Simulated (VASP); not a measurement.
# KTaO3 (P4/mmm) in VASP: single point with r2SCAN

Aim: the single point of KTaO3 with r2SCAN.

All numbers are computed with VASP 6.6.1; they aren't measurements. Logs are shortened: lines on timing, memory, paths and dates and some standing lists are left out, and cuts for length are marked.

### 1 The cell of the first run

The typed cell holds 5 atoms: a = 4.022 Å, b = 4.022 Å, c = 4.026 Å, α = 90.00°, β = 90.00°, γ = 90.00°.

### 2 Single point, r2SCAN

Input file POSCAR:

```
KTaO3
1.0
    4.0218114712      0.0000000000      0.0000000000
    0.0000000000      4.0218114712      0.0000000000
    0.0000000000      0.0000000000      4.0255057640
K Ta O
1 1 3
Direct
    0.0000000000      0.0000000000      0.0000000000
    0.5000000000      0.5000000000      0.5000000000
    0.5000000000      0.5000000000      0.0000000000
    0.5000000000      0.0000000000      0.5000000000
    0.0000000000      0.5000000000      0.5000000000
```

Input file INCAR.step1:

```
SYSTEM = KTaO3
ALGO = Normal
EDIFF = 1E-5
ENCUT = 660
GGA = PE
GGA_COMPAT = .FALSE.
ISMEAR = 0
LASPH = .TRUE.
LCHARG = .FALSE.
LREAL = .FALSE.
LWAVE = .TRUE.
NBANDS = 27
NELM = 120
PREC = Accurate
SIGMA = 0.02
```

Input file INCAR.step2:

```
SYSTEM = KTaO3
ALGO = Normal
EDIFF = 1E-6
ENCUT = 660
GGA_COMPAT = .FALSE.
ISIF = 2
ISMEAR = 0
ISTART = 1
LASPH = .TRUE.
LCHARG = .FALSE.
LMIXTAU = .TRUE.
LREAL = .FALSE.
LWAVE = .FALSE.
METAGGA = R2SCAN
NBANDS = 27
NELM = 120
PREC = Accurate
SIGMA = 0.02
```

Input file KPOINTS:

```
k-points
0
G
  8 8 8
  0 0 0
```

Potentials or basis: VASP PAW PBE potentials, release 64 (K_sv, Ta_pv, O).

Launch:

```bash
cat potpaw_PBE.64/K_sv/POTCAR potpaw_PBE.64/Ta_pv/POTCAR potpaw_PBE.64/O/POTCAR > POTCAR
cp INCAR.step1 INCAR
mpirun -np 1 vasp_std > vasp.out
cp INCAR.step2 INCAR
mpirun -np 1 vasp_std > vasp.out
```

OUTCAR:

```text
SYSTEM = KTaO3
   EDIFF = 1E-6
   ENCUT = 660
   ISIF = 2
   ISMEAR = 0
   ISTART = 1
   LASPH = .TRUE.
   LREAL = .FALSE.
   METAGGA = R2SCAN
   NELM = 120
   PREC = Accurate

 ion  position               nearest neighbor table
   1  0.000  0.000  0.000-   3 2.84   3 2.84   3 2.84   3 2.84   5 2.85   4 2.85   5 2.85   5 2.85
                             5 2.85   4 2.85   4 2.85   4 2.85   2 3.48   2 3.48   2 3.48   2 3.48
   2  0.500  0.500  0.500-   4 2.01   5 2.01   4 2.01   5 2.01   3 2.01   3 2.01   1 3.48   1 3.48
                             1 3.48   1 3.48   1 3.48   1 3.48   1 3.48   1 3.48
   3  0.500  0.500  0.000-   2 2.01   2 2.01   1 2.84   1 2.84   1 2.84   1 2.84
   4  0.500  0.000  0.500-   2 2.01   2 2.01   1 2.85   1 2.85   1 2.85   1 2.85
   5  0.000  0.500  0.500-   2 2.01   2 2.01   1 2.85   1 2.85   1 2.85   1 2.85

  LATTYP: Found a simple tetragonal cell.
 ALAT       =     4.0218114712
 C/A-ratio  =     1.0009185644

  Lattice vectors:

 A1 = (   4.0218114712,   0.0000000000,   0.0000000000)
 A2 = (   0.0000000000,   4.0218114712,   0.0000000000)
 A3 = (   0.0000000000,   0.0000000000,   4.0255057640)

Analysis of symmetry for initial positions (statically):
=====================================================================
 Subroutine PRICEL returns:
 Original cell was already a primitive cell.

 Routine SETGRP: Setting up the symmetry group for a
 simple tetragonal supercell.

 Subroutine GETGRP returns: Found 16 space group operations
 (whereof 16 operations were pure point group operations)
 out of a pool of 16 trial point group operations.

The static configuration has the point symmetry D_4h.

Analysis of symmetry for dynamics (positions and initial velocities):
=====================================================================
 Subroutine PRICEL returns:
 Original cell was already a primitive cell.

 Routine SETGRP: Setting up the symmetry group for a
 simple tetragonal supercell.

 Subroutine GETGRP returns: Found 16 space group operations
 (whereof 16 operations were pure point group operations)
 out of a pool of 16 trial point group operations.

The dynamic configuration has the point symmetry D_4h.

 Subroutine INISYM returns: Found 16 space group operations
 (whereof 16 operations are pure point group operations),
 and found     1 'primitive' translations

----------------------------------------------------------------------------------------

                                     Primitive cell

  volume of cell :      65.1124

  direct lattice vectors                    reciprocal lattice vectors
     4.021811471  0.000000000  0.000000000     0.248644176  0.000000000  0.000000000
     0.000000000  4.021811471  0.000000000     0.000000000  0.248644176  0.000000000
     0.000000000  0.000000000  4.025505764     0.000000000  0.000000000  0.248415990

  length of vectors
     4.021811471  4.021811471  4.025505764     0.248644176  0.248644176  0.248415990

  position of ions in fractional coordinates (direct lattice)
     0.000000000  0.000000000  0.000000000
     0.500000000  0.500000000  0.500000000
     0.500000000  0.500000000  0.000000000
     0.500000000  0.000000000  0.500000000
     0.000000000  0.500000000  0.500000000

  ion indices of the primitive-cell ions
   primitive index   ion index
                 1           1
                 2           2
                 3           3
                 4           4
                 5           5

----------------------------------------------------------------------------------------

 KPOINTS: k-points

Automatic generation of k-mesh.
 Grid dimensions read from file:
 generate k-points for:    8    8    8

 Generating k-lattice:

  Cartesian coordinates                     Fractional coordinates (reciprocal lattice)
     0.031080522  0.000000000  0.000000000     0.125000000  0.000000000  0.000000000
     0.000000000  0.031080522  0.000000000     0.000000000  0.125000000  0.000000000
     0.000000000  0.000000000  0.031051999     0.000000000  0.000000000  0.125000000

  Length of vectors
     0.031080522  0.031080522  0.031051999

  Shift w.r.t. Gamma in fractional coordinates (k-lattice)
     0.000000000  0.000000000  0.000000000

 Subroutine IBZKPT returns following result:
 ===========================================

 Found     75 irreducible k-points:

 Following reciprocal coordinates:
            Coordinates               Weight
  0.000000  0.000000  0.000000      1.000000
  0.125000  0.000000  0.000000      4.000000
  0.250000  0.000000  0.000000      4.000000
  0.375000  0.000000  0.000000      4.000000
  0.500000  0.000000  0.000000      2.000000
  0.125000  0.125000  0.000000      4.000000
[... 16 lines left out ...]
  0.375000  0.125000  0.125000     16.000000
  0.500000  0.125000  0.125000      8.000000
 [... further k-points ...]
   k-points           NKPTS =     75   k-points in BZ     NKDIM =     75   number of bands    NBANDS=     27
   number of dos      NEDOS =    301   number of ions     NIONS =      5
   total plane-waves  NPLWV =  46656
   dimension x,y,z NGX =    36 NGY =   36 NGZ =   36
   dimension x,y,z NGXF=    72 NGYF=   72 NGZF=   72
   ions per type =               1   1   3
   NGX,Y,Z   is equivalent  to a cutoff of  14.88, 14.88, 14.87 a.u.
   NGXF,Y,Z  is equivalent  to a cutoff of  29.76, 29.76, 29.73 a.u.
 SYSTEM =  KTaO3
   PREC   = accura    normal or accurate (medium, high low for compatibility)
   ISTART =      1    job   : 0-new  1-cont  2-samecut
   ICHARG =      0    charge: 1-file 2-atom 10-const
   ISPIN  =      1    spin polarized calculation?
   LNONCOLLINEAR =      F non collinear calculations
   LSORBIT =      F    spin-orbit coupling
   LASPH  =      T    aspherical Exc in radial PAW
   ENCUT  =  660.0 eV  48.51 Ry    6.96 a.u.   8.42  8.42  8.43*2*pi/ulx,y,z
   NELM   =    120;   NELMIN=  2; NELMDL=  0     # of ELM steps
   EDIFF  = 0.1E-05   stopping-criterion for ELM
   LREAL  =      F    real-space projection
   EDIFFG = 0.1E-04   stopping-criterion for IOM
   NSW    =      0    number of steps for IOM
   IBRION =     -1    ionic relax: 0-MD 1-quasi-New 2-CG
   NFREE  =      0    steps in history (QN), initial steepest desc. (CG)
   ISIF   =      2    stress and relaxation
   ISYM   =      2    0-nonsym 1-usesym 2-fastsym
   POTIM  = 0.5000    time-step for ionic-motion
   TEBEG  =    0.0;   TEEND  =   0.0 temperature during run
   PSTRESS=    0.0 pullay stress
   NELECT =      38.0000    total number of electrons
   NUPDOWN=      -1.0000    fix difference up-down
   EMIN   =  10.00;   EMAX   =-10.00  energy-range for DOS
   EFERMI =   0.00;   METHOD = LEGACY
   ISMEAR =     0;   SIGMA  =   0.02  broadening in eV -4-tet -1-fermi 0-gaus
   EFERMI_NEDOS =   21; number of points for ismear=-14 and -15
   IALGO  =     38    algorithm
   IMIX   =      4    mixing-type and parameters
     AMIX     =   0.40;   BMIX     =  1.00
     AMIX_MAG =   1.60;   BMIX_MAG =  1.00
  volume/ion in A,a.u.               =      13.02        87.88
  Fermi-wavevector in a.u.,A,eV,Ry     =   1.368090  2.585316 25.465628  1.871671
  Thomas-Fermi vector in A             =   2.494085
   LORBIT       =      0    0 simple, 1 ext, 2 COOP (PROOUT), +10 PAW based schemes
   METAGGA = R2SCAN    functional components
   LHFCALC =     F    Hartree Fock is set to
   AEXX    =    0.0000 exact exchange contribution
   IVDW    =     0    specifies the selected vdW correction
   LEPSILON=     F    determine dielectric tensor
   LRPA    =     F    only Hartree local field effects (RPA)
 non-spin polarized calculation
 Gauss-broadening in eV      SIGMA  =   0.02
  energy-cutoff  :      660.00
  volume of cell :       65.11
 maximum number of plane-waves:      2526
 NGX is ok and might be reduce to    36
   NGX = 17   NGY = 17   NGZ = 17

 number of electron      37.9999996 magnetization

 Free energy of the ion-electron system (eV)
  ---------------------------------------------------
  ext. energy  EPLUGINS =         0.00000000
  ---------------------------------------------------
  free energy    TOTEN  =       -87.16865399 eV

  energy without entropy =      -87.16865399  energy(sigma->0) =      -87.16865399

 E-fermi :   1.4597     XC(G=0): -11.4093

 val. band max:        1.2410873240   @ k =   0.5000   0.5000   0.5000
 cond. band min:       3.7744718446   @ k =   0.0000   0.0000   0.0000
 fundamental gap:      2.5333845206
 Fermi energy:         1.4597045252

 k-point     1 :       0.0000    0.0000    0.0000
  band No.  band energies     occupation
      1     -34.1650      2.00000
      2     -34.1650      2.00000
      3     -34.1638      2.00000
      4     -27.2285      2.00000
      5     -17.2150      2.00000
      6     -16.5579      2.00000
[... 19 lines left out ...]
     26       9.8742      0.00000
     27       9.8791      0.00000

 k-point     2 :       0.1250    0.0000    0.0000
  band No.  band energies     occupation
      1     -34.1782      2.00000
      2     -34.1646      2.00000
      3     -34.1633      2.00000
      4     -27.2250      2.00000
      5     -17.1687      2.00000
      6     -16.5480      2.00000
[... 19 lines left out ...]
     26      10.0764      0.00000
     27      10.0952      0.00000

 k-point     3 :       0.2500    0.0000    0.0000
  band No.  band energies     occupation
      1     -34.2097      2.00000
      2     -34.1635      2.00000
      3     -34.1623      2.00000
      4     -27.2167      2.00000
      5     -17.1102      2.00000
      6     -16.5409      2.00000
[... 594 lines left out ...]
      1     -34.2397      2.00000
      2     -34.1750      2.00000
      3     -34.1736      2.00000
      4     -27.2043      2.00000
      5     -16.9208      2.00000
      6     -16.4224      2.00000
[... 19 lines left out ...]
     26      11.4039      0.00000
     27      12.2145      0.00000

 k-point    24 :       0.5000    0.1250    0.1250
  band No.  band energies     occupation
      1     -34.2525      2.00000
      2     -34.1745      2.00000
      3     -34.1731      2.00000
      4     -27.2013      2.00000
      5     -16.9177      2.00000
      6     -16.4186      2.00000
[... 19 lines left out ...]
     26      11.6379      0.00000
     27      12.6737      0.00000

 [... further k-points ...]

------------------------ aborting loop because EDIFF is reached ----------------------------------------

  FORCE on cell =-STRESS in cart. coord.  units (eV):
  Direction    XX          YY          ZZ          XY          YZ          ZX
  --------------------------------------------------------------------------------------
  -------------------------------------------------------------------------------------
  Total       -1.6996076     -1.6996076     -1.8290897      0.0000000     -0.0000000      0.0000000
  in kB      -41.8210931    -41.8210931    -45.0071709      0.0000000     -0.0000000      0.0000000
  external PRESSURE =     -42.8831190 kB  Pullay stress =       0.0000000 kB

 VOLUME and BASIS-vectors are now :
 -----------------------------------------------------------------------------
  energy-cutoff  :      660.00
  volume of cell :       65.11
      direct lattice vectors                 reciprocal lattice vectors
     4.021811471  0.000000000  0.000000000     0.248644176  0.000000000  0.000000000
     0.000000000  4.021811471  0.000000000     0.000000000  0.248644176  0.000000000
     0.000000000  0.000000000  4.025505764     0.000000000  0.000000000  0.248415990

 POSITION                                       TOTAL-FORCE (eV/Angst)
 -----------------------------------------------------------------------------------
      0.00000      0.00000      0.00000         0.000000      0.000000      0.000000
      2.01091      2.01091      2.01275         0.000000      0.000000      0.000000
      2.01091      2.01091      0.00000         0.000000      0.000000      0.000000
      2.01091      0.00000      2.01275         0.000000      0.000000      0.000000
      0.00000      2.01091      2.01275         0.000000      0.000000      0.000000
 -----------------------------------------------------------------------------------
    total drift:                                0.000000      0.000000      0.000000

  FREE ENERGIE OF THE ION-ELECTRON SYSTEM (eV)
  ---------------------------------------------------
  free  energy   TOTEN  =       -87.1686539855 eV

  energy  without entropy=      -87.1686539855  energy(sigma->0) =      -87.16865399
```

It took 15 min on 1 thread of Oxide Virtual Turin-like, shared host; peak memory 0.31 GiB.

Results:

```
Free energy            : -87.1687 eV
Pressure               : -4.3 GPa
Band gap on the k mesh : 2.53 eV (least direct gap 3.19 eV)
```

Levels at points of the mesh, in eV from the valence-band top:
| k point | band 16 | band 17 | band 18 | band 19 | band 20 | band 21 | band 22 | band 23 |
| --- | --- | --- | --- | --- | --- | --- | --- | --- |
| (0.00, 0.00, 0.00) | -1.05 | -0.66 | -0.66 | -0.66 | 2.53 | 2.53 | 2.53 | 6.76 |
| (0.50, 0.00, 0.00) | -2.10 | -1.48 | -0.88 | -0.88 | 2.67 | 5.26 | 5.26 | 6.79 |
| (0.50, 0.50, 0.00) | -1.78 | -1.43 | -1.43 | -0.04 | 5.29 | 5.29 | 6.56 | 7.75 |
| (0.00, 0.00, 0.50) | -2.10 | -1.48 | -0.89 | -0.89 | 2.68 | 5.24 | 5.24 | 6.80 |
| (0.50, 0.00, 0.50) | -1.79 | -1.44 | -1.44 | -0.04 | 5.28 | 5.29 | 6.55 | 7.77 |
| (0.50, 0.50, 0.50) | -3.87 | 0.00 | 0.00 | 0.00 | 6.67 | 6.67 | 6.68 | 9.59 |

Caveat: the cell stands under tension; the PAW data sets were made with another functional, which shifts forces and pressure a little; spin-orbit coupling is left out, which moves the levels of the heavy elements. A k mesh can miss the band edges.
